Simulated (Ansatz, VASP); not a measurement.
One calculation of K, two programs

INCAR

```
SYSTEM = K
PREC = Accurate
ENCUT = 520
EDIFF = 1E-6
ISMEAR = 0
SIGMA = 0.15
LREAL = .False.
LASPH = .True.
NELM = 60
ALGO = Fast
ISIF = 2
LWAVE = .False.
LCHARG = .False.
GGA = PE
NBANDS = 10
```

File KPOINTS:

```
Automatic mesh
0
Gamma
  14 14 14
  0 0 0
```

POSCAR

```
K
1.0
   -2.6180000000      2.6180000000      2.6180000000
    2.6180000000     -2.6180000000      2.6180000000
    2.6180000000      2.6180000000     -2.6180000000
K
1
Direct
    0.0000000000      0.0000000000      0.0000000000
```

Input for Ansatz:

```yaml
crystal:
  lattice:
    - [-2.618, 2.618, 2.618]
    - [2.618, -2.618, 2.618]
    - [2.618, 2.618, -2.618]
  atoms:
    - { symbol: K, position: [0.0, 0.0, 0.0] }
basis:
  ecutwfc: 420
kpoints:
  mp_grid: { grid: [14, 14, 14] }
hamiltonian:
  xc: pbe
scf:
  occupations: { method: gaussian, width: 0.15 }
output:
  forces: true
  stress: true
  eigenvalues: true
```

Alike in both runs: task single point; functional PBE; k mesh 14 × 14 × 14; occupations gaussian, width 0.15 eV; no spin polarisation.

|  | VASP | Ansatz |
| --- | --- | --- |
| version | VASP 6.6.1 | Ansatz 0.2.0 |
| potentials or method | VASP PAW PBE potentials, release 64 (K_sv), cutoff 520 eV | scalar-relativistic, plane waves, PAW |
| valence electrons in the cell | 9 | 9 |

|  | VASP | Ansatz | Ansatz less VASP |
| --- | --- | --- | --- |
| gap on the k mesh at the Fermi level (eV) | none | none | - |
| pressure (GPa) | 0.1 | 0.1 | 0.00 |

A gap of «none» marks a metal or a gap that the smearing closes.
